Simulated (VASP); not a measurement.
# Be (P1) in VASP: single point with PBE

Aim: the single point of Be with PBE.

Program: VASP 6.6.1. These are calculated values, not measurements. Logs are shortened: lines on timing, memory, paths and dates and some standing lists are left out, and cuts for length are marked.

## Step 1: The cell of the first run

The typed cell holds 12 atoms: a = 3.460 Å, b = 3.455 Å, c = 10.635 Å, α = 89.98°, β = 90.03°, γ = 120.00°.

## Step 2: Single point, PBE

The input, INCAR:

```
SYSTEM = Be
  ALGO = Normal
  EDIFF = 1E-6
  ENCUT = 520
  GGA = PE
  ISIF = 2
  ISMEAR = 0
  LASPH = .TRUE.
  LCHARG = .FALSE.
  LREAL = .FALSE.
  LWAVE = .FALSE.
  NBANDS = 24
  NELM = 80
  PREC = Accurate
  SIGMA = 0.2
```

The input, KPOINTS:

```
k-points
0
G
  6 6 2
  0 0 0
```

The input, POSCAR:

```
Be
1.0
    3.4598817144      0.0014108781     -0.0009288490
   -1.7286796644      2.9915224010      0.0008218588
   -0.0026645107      0.0007475075     10.6346808267
Be
12
Direct
    0.6668697902      0.3336530498      0.6530894374
    0.6673791719      0.3340356329      0.0542786320
    0.6674171273      0.3340087844      0.4484517474
    0.6670134131      0.3337720744      0.8465717244
   -0.0005377593     -0.0006660693      0.2515753628
    0.3327333832      0.6660088533      0.9498635369
    0.0004423154      0.0006494870      0.7333222637
    0.6660750132      0.3326284632      0.2518452068
    0.3330856799      0.6662148939      0.3483444955
    0.3338532855      0.6673563719      0.7516086468
    0.3329645818      0.6663333559      0.1551631188
    0.3327039978      0.6660051027      0.5558858276
```

Potentials or basis: VASP PAW PBE potentials, release 64 (Be).

The run is started by

```
$ cat potpaw_PBE.64/Be/POTCAR > POTCAR
$ mpirun -np 1 vasp_std > vasp.out
```

OUTCAR:

```text
SYSTEM = Be
   EDIFF = 1E-6
   ENCUT = 520
   GGA = PE
   ISIF = 2
   ISMEAR = 0
   LASPH = .TRUE.
   LREAL = .FALSE.
   NELM = 80
   PREC = Accurate

 ion  position               nearest neighbor table
   1  0.667  0.334  0.653-   4 2.06   7 2.17   7 2.17   7 2.17   3 2.18  12 2.25  12 2.25  12 2.25
                            10 2.25  10 2.26  10 2.26
   2  0.667  0.334  0.054-   8 2.10   4 2.21  11 2.26  11 2.27  11 2.27   6 2.28   6 2.28   6 2.29

   3  0.667  0.334  0.448-   8 2.09   1 2.18   9 2.26   9 2.26   9 2.26  12 2.30  12 2.30  12 2.30

   4  0.667  0.334  0.847-   1 2.06   2 2.21  10 2.24  10 2.24  10 2.24   6 2.28   6 2.28   6 2.28
                             7 2.33   7 2.33   7 2.33
   5  0.999  0.999  0.252-   8 1.99   8 2.00   8 2.00  11 2.24  11 2.24  11 2.24   9 2.25   9 2.25
                             9 2.25
   6  0.333  0.666  0.950-  10 2.11  11 2.18   4 2.28   4 2.28   4 2.28   2 2.28   2 2.28   2 2.29

   7  0.000  0.001  0.733-  10 2.00  10 2.01  10 2.01   1 2.17   1 2.17   1 2.17   4 2.33   4 2.33
                             4 2.33
   8  0.666  0.333  0.252-   5 1.99   5 2.00   5 2.00   3 2.09   2 2.10   9 2.24  11 2.24   9 2.24
                            11 2.25   9 2.25  11 2.25
   9  0.333  0.666  0.348-  11 2.05  12 2.21   8 2.24   8 2.24   5 2.25   5 2.25   8 2.25   5 2.25
                             3 2.26   3 2.26   3 2.26
  10  0.334  0.667  0.752-   7 2.00   7 2.01   7 2.01  12 2.08   6 2.11   4 2.24   4 2.24   4 2.24
                             1 2.25   1 2.26   1 2.26
  11  0.333  0.666  0.155-   9 2.05   6 2.18   8 2.24   5 2.24   5 2.24   5 2.24   8 2.25   8 2.25
                             2 2.26   2 2.27   2 2.27
  12  0.333  0.666  0.556-  10 2.08   9 2.21   1 2.25   1 2.25   1 2.25   3 2.30   3 2.30   3 2.30

  LATTYP: Found a triclinic cell.
 ALAT       =     3.4598821267
 B/A-ratio  =     0.9986104874
 C/A-ratio  =     3.0737119928
 COS(alpha) =     0.0004240866
 COS(beta)  =     0.0005189831
 COS(gamma) =     0.4999775695

  Lattice vectors:

 A1 = (   3.4598817144,   0.0014108781,  -0.0009288490)
 A2 = (   1.7286796644,  -2.9915224010,  -0.0008218588)
 A3 = (   0.0026645107,  -0.0007475075, -10.6346808267)

Analysis of symmetry for initial positions (statically):
=====================================================================
 Subroutine PRICEL returns:
 Original cell was already a primitive cell.

 Routine SETGRP: Setting up the symmetry group for a
 triclinic supercell.

 Subroutine GETGRP returns: Found  1 space group operations
 (whereof  1 operations were pure point group operations)
 out of a pool of  2 trial point group operations.

The static configuration has the point symmetry C_1 .

Analysis of symmetry for dynamics (positions and initial velocities):
=====================================================================
 Subroutine PRICEL returns:
 Original cell was already a primitive cell.

 Routine SETGRP: Setting up the symmetry group for a
 triclinic supercell.

 Subroutine GETGRP returns: Found  1 space group operations
 (whereof  1 operations were pure point group operations)
 out of a pool of  2 trial point group operations.

The dynamic configuration has the point symmetry C_1 .

 Subroutine INISYM returns: Found  1 space group operations
 (whereof  1 operations are pure point group operations),
 and found     1 'primitive' translations

----------------------------------------------------------------------------------------

                                     Primitive cell

  volume of cell :     110.0982

  direct lattice vectors                    reciprocal lattice vectors
     3.459881714  0.001410878 -0.000928849     0.288959148  0.166977774  0.000060662
    -1.728679664  2.991522401  0.000821859    -0.000136287  0.334199210 -0.000023525
    -0.002664511  0.000747507 10.634680827     0.000025249 -0.000011243  0.094031978

  length of vectors
     3.459882127  3.455074577 10.634681187     0.333734880  0.334199239  0.094031982

  position of ions in fractional coordinates (direct lattice)
     0.666869790  0.333653050  0.653089437
     0.667379172  0.334035633  0.054278632
     0.667417127  0.334008784  0.448451747
     0.667013413  0.333772074  0.846571724
     0.999462241  0.999333931  0.251575363
     0.332733383  0.666008853  0.949863537
     0.000442315  0.000649487  0.733322264
     0.666075013  0.332628463  0.251845207
     0.333085680  0.666214894  0.348344496
     0.333853285  0.667356372  0.751608647
     0.332964582  0.666333356  0.155163119
     0.332703998  0.666005103  0.555885828

  ion indices of the primitive-cell ions
   primitive index   ion index
                 1           1
                 2           2
                 3           3
                 4           4
                 5           5
                 6           6
                 7           7
                 8           8
                 9           9
                10          10
                11          11
                12          12

----------------------------------------------------------------------------------------

 KPOINTS: k-points

Automatic generation of k-mesh.
 Grid dimensions read from file:
 generate k-points for:    6    6    2

 Generating k-lattice:

  Cartesian coordinates                     Fractional coordinates (reciprocal lattice)
     0.048159858  0.027829629  0.000010110     0.166666667 -0.000000000 -0.000000000
    -0.000022714  0.055699868 -0.000003921    -0.000000000  0.166666667  0.000000000
     0.000012624 -0.000005622  0.047015989     0.000000000  0.000000000  0.500000000

  Length of vectors
     0.055622480  0.055699873  0.047015991

  Shift w.r.t. Gamma in fractional coordinates (k-lattice)
     0.000000000  0.000000000  0.000000000

 Subroutine IBZKPT returns following result:
 ===========================================

 Found     40 irreducible k-points:

 Following reciprocal coordinates:
            Coordinates               Weight
  0.000000  0.000000  0.000000      1.000000
  0.166667  0.000000  0.000000      2.000000
  0.333333  0.000000  0.000000      2.000000
  0.500000  0.000000  0.000000      1.000000
 -0.000000  0.166667  0.000000      2.000000
  0.166667  0.166667 -0.000000      2.000000
[... 16 lines left out ...]
  0.333333  0.000000  0.500000      2.000000
  0.500000  0.000000  0.500000      1.000000
 [... further k-points ...]
   k-points           NKPTS =     40   k-points in BZ     NKDIM =     40   number of bands    NBANDS=     24
   number of dos      NEDOS =    301   number of ions     NIONS =     12
   total plane-waves  NPLWV =  62720
   dimension x,y,z NGX =    28 NGY =   28 NGZ =   80
   dimension x,y,z NGXF=    56 NGYF=   56 NGZF=  160
   ions per type =              12
   NGX,Y,Z   is equivalent  to a cutoff of  13.45, 13.47, 12.51 a.u.
   NGXF,Y,Z  is equivalent  to a cutoff of  26.91, 26.95, 25.01 a.u.
 SYSTEM =  Be
   PREC   = accura    normal or accurate (medium, high low for compatibility)
   ISTART =      0    job   : 0-new  1-cont  2-samecut
   ICHARG =      2    charge: 1-file 2-atom 10-const
   ISPIN  =      1    spin polarized calculation?
   LNONCOLLINEAR =      F non collinear calculations
   LSORBIT =      F    spin-orbit coupling
   LASPH  =      T    aspherical Exc in radial PAW
   ENCUT  =  520.0 eV  38.22 Ry    6.18 a.u.   6.43  6.42 19.77*2*pi/ulx,y,z
   NELM   =     80;   NELMIN=  2; NELMDL= -5     # of ELM steps
   EDIFF  = 0.1E-05   stopping-criterion for ELM
   LREAL  =      F    real-space projection
   EDIFFG = 0.1E-04   stopping-criterion for IOM
   NSW    =      0    number of steps for IOM
   IBRION =     -1    ionic relax: 0-MD 1-quasi-New 2-CG
   NFREE  =      0    steps in history (QN), initial steepest desc. (CG)
   ISIF   =      2    stress and relaxation
   ISYM   =      2    0-nonsym 1-usesym 2-fastsym
   POTIM  = 0.5000    time-step for ionic-motion
   TEBEG  =    0.0;   TEEND  =   0.0 temperature during run
   PSTRESS=    0.0 pullay stress
   NELECT =      24.0000    total number of electrons
   NUPDOWN=      -1.0000    fix difference up-down
   EMIN   =  10.00;   EMAX   =-10.00  energy-range for DOS
   EFERMI =   0.00;   METHOD = LEGACY
   ISMEAR =     0;   SIGMA  =   0.20  broadening in eV -4-tet -1-fermi 0-gaus
   EFERMI_NEDOS =   21; number of points for ismear=-14 and -15
   IALGO  =     38    algorithm
   IMIX   =      4    mixing-type and parameters
     AMIX     =   0.40;   BMIX     =  1.00
     AMIX_MAG =   1.60;   BMIX_MAG =  1.00
  volume/ion in A,a.u.               =       9.17        61.91
  Fermi-wavevector in a.u.,A,eV,Ry     =   0.985262  1.861876 13.207741  0.970742
  Thomas-Fermi vector in A             =   2.116556
   LORBIT       =      0    0 simple, 1 ext, 2 COOP (PROOUT), +10 PAW based schemes
   GGA     = PE    functional components
   LHFCALC =     F    Hartree Fock is set to
   AEXX    =    0.0000 exact exchange contribution
   IVDW    =     0    specifies the selected vdW correction
   LEPSILON=     F    determine dielectric tensor
   LRPA    =     F    only Hartree local field effects (RPA)
 non-spin polarized calculation
 Gauss-broadening in eV      SIGMA  =   0.20
  energy-cutoff  :      520.00
  volume of cell :      110.10
 maximum number of plane-waves:      2989
 NGX is ok and might be reduce to    28
   NGX = 13   NGY = 13   NGZ = 39

 number of electron      24.0000000 magnetization

 Free energy of the ion-electron system (eV)
  ---------------------------------------------------
  ext. energy  EPLUGINS =         0.00000000
  ---------------------------------------------------
  free energy    TOTEN  =       -42.86903778 eV

  energy without entropy =      -42.80086545  energy(sigma->0) =      -42.83495162

 E-fermi :   4.5912     XC(G=0):  -9.9872

 val. band max:        4.5642799419   @ k =   0.3333   0.1667   0.5000
 cond. band min:       4.9259816047   @ k =  -0.1667   0.3333  -0.0000
 fundamental gap:      0.3617016628
 Fermi energy:         4.5912459046

 k-point     1 :       0.0000    0.0000    0.0000
  band No.  band energies     occupation
      1      -4.9584      2.00000
      2      -4.4920      2.00000
      3      -3.0787      2.00000
      4      -0.8387      2.00000
      5      -0.5521      2.00000
      6       3.7753      2.00000
[... 16 lines left out ...]
     23      11.0553      0.00000
     24      11.8618      0.00000

 k-point     2 :       0.1667    0.0000    0.0000
  band No.  band energies     occupation
      1      -4.6189      2.00000
      2      -4.1620      2.00000
      3      -2.7112      2.00000
      4      -0.4878      2.00000
      5      -0.2374      2.00000
      6       3.2649      2.00000
[... 16 lines left out ...]
     23      11.3393      0.00000
     24      11.9213      0.00000

 k-point     3 :       0.3333    0.0000    0.0000
  band No.  band energies     occupation
      1      -3.6033      2.00000
      2      -3.1750      2.00000
      3      -1.6111      2.00000
      4       0.3595      2.00000
      5       0.5433      2.00000
      6       0.6632      2.00000
[... 16 lines left out ...]
     23      12.9757      0.00000
     24      13.0408      0.00000
[... 514 lines left out ...]
 k-point    23 :       0.3333    0.0000    0.5000
  band No.  band energies     occupation
      1      -3.4570      2.00000
      2      -3.3990      2.00000
      3      -0.9175      2.00000
      4      -0.8896      2.00000
      5       0.5682      2.00000
      6       0.6353      2.00000
[... 16 lines left out ...]
     23      12.1979      0.00000
     24      12.5491      0.00000

 k-point    24 :       0.5000    0.0000    0.5000
  band No.  band energies     occupation
      1      -1.9671      2.00000
      2      -1.9218      2.00000
      3      -1.5649      2.00000
      4      -1.5005      2.00000
      5       0.6220      2.00000
      6       0.6975      2.00000
[... 16 lines left out ...]
     23      12.6755      0.00000
     24      13.0023      0.00000

 [... further k-points ...]
[... 5 lines left out ...]
  --------------------------------------------------------------------------------------
  -------------------------------------------------------------------------------------
  Total       -0.0631581     -0.0211625      0.0248290     -0.0185759     -0.0107740      0.0306492
  in kB       -0.9190921     -0.3079619      0.3613181     -0.2703212     -0.1567863      0.4460147
  external PRESSURE =      -0.2885786 kB  Pullay stress =       0.0000000 kB

 VOLUME and BASIS-vectors are now :
 -----------------------------------------------------------------------------
  energy-cutoff  :      520.00
  volume of cell :      110.10
      direct lattice vectors                 reciprocal lattice vectors
     3.459881714  0.001410878 -0.000928849     0.288959148  0.166977774  0.000060662
    -1.728679664  2.991522401  0.000821859    -0.000136287  0.334199210 -0.000023525
    -0.002664511  0.000747507 10.634680827     0.000025249 -0.000011243  0.094031978

 POSITION                                       TOTAL-FORCE (eV/Angst)
 -----------------------------------------------------------------------------------
      1.72877      0.99956      6.94505        -0.000637      0.000832     -0.002838
      1.73147      1.00026      0.57689        -0.002121     -0.004747      0.005333
      1.73060      1.00047      4.76880        -0.003183     -0.004757     -0.000784
      1.72855      1.00006      9.00267         0.001368      0.000952      0.007791
      1.72982      2.99113      2.67532         0.001295      0.003682     -0.003707
     -0.00263      1.99356     10.10173         0.000722      0.004798     -0.001186
     -0.00155      0.00249      7.79865        -0.000418     -0.004011     -0.003848
      1.72886      0.99619      2.67795        -0.000024      0.000662     -0.002768
     -0.00016      1.99373      3.70477        -0.001631      0.000498      0.006002
     -0.00056      1.99744      7.99336         0.000947     -0.001210      0.002258
     -0.00027      1.99394      1.65035         0.001033     -0.001319     -0.004746
     -0.00167      1.99325      5.91191         0.002648      0.004620     -0.001506
 -----------------------------------------------------------------------------------
    total drift:                               -0.000000      0.000001     -0.000008

  FREE ENERGIE OF THE ION-ELECTRON SYSTEM (eV)
  ---------------------------------------------------
  free  energy   TOTEN  =       -42.8690377832 eV

  energy  without entropy=      -42.8008654515  energy(sigma->0) =      -42.83495162
```

It took 2 min on 1 thread of AMD EPYC 7R43 (Zen 3), shared host; peak memory 0.23 GiB.

What came out:

```
Free energy            : -42.8690 eV
Pressure               : 0.0 GPa
Largest force          : 0.008 eV/Å
Band gap on the k mesh : zero (band 12 reaches 6.84 eV, above the bottom of band 13 at 2.95 eV)
```

Forces on the atoms (eV/Å):
```
Be  -0.001  0.001 -0.003
Be  -0.002 -0.005  0.005
Be  -0.003 -0.005 -0.001
Be   0.001  0.001  0.008
Be   0.001  0.004 -0.004
Be   0.001  0.005 -0.001
Be   0.000 -0.004 -0.004
Be   0.000  0.001 -0.003
Be  -0.002  0.000  0.006
Be   0.001 -0.001  0.002
Be   0.001 -0.001 -0.005
Be   0.003  0.005 -0.002
```

Stress tensor (GPa, compression positive):
```
-0.09 -0.03  0.04
-0.03 -0.03 -0.02
 0.04 -0.02  0.04
```
